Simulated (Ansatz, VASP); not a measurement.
## One calculation of Sr3Sc, two programs

```
Sr Sc
1.0
    -2.78132    2.78132    5.78673
     2.78132   -2.78132    5.78673
     2.78132    2.78132   -5.78673
Sr Sc
3 1
Direct
  0.75000 0.25000 0.50000
  0.25000 0.75000 0.50000
  0.50000 0.50000 0.00000
  0.00000 0.00000 0.00000
```

Alike in both runs: task single point; functional PBE; k mesh 4 × 4 × 4; occupations gaussian, width 0.1 eV; collinear spin.

|  | VASP | Ansatz |
| --- | --- | --- |
| version | VASP 6.6.1 | Ansatz 0.2.0 |
| potentials or method | VASP PAW PBE potentials, release 64 (Sr_sv, Sc_sv), cutoff 500 eV | scalar-relativistic, plane waves, PAW |
| valence electrons in the cell | 41 | 41 |

```tsv
	VASP	Ansatz	Ansatz less VASP
gap on the k mesh at the Fermi level (eV)	none	none	-
pressure (GPa)	0.1	0.1	-0.01
traceless stress, the component that is largest in VASP (GPa)	-0.22	-0.22	+0.002
net moment per atom (μB)	0.27	0.27	+0.002
size of the moment on the site where the two differ most (μB)	0.41	0.55	+0.136
```

Site moments also hang on the region over which each program counts them. A gap of «none» marks a metal or a gap that the smearing closes.

The k mesh is coarse, so the values compare programs but aren't converged.
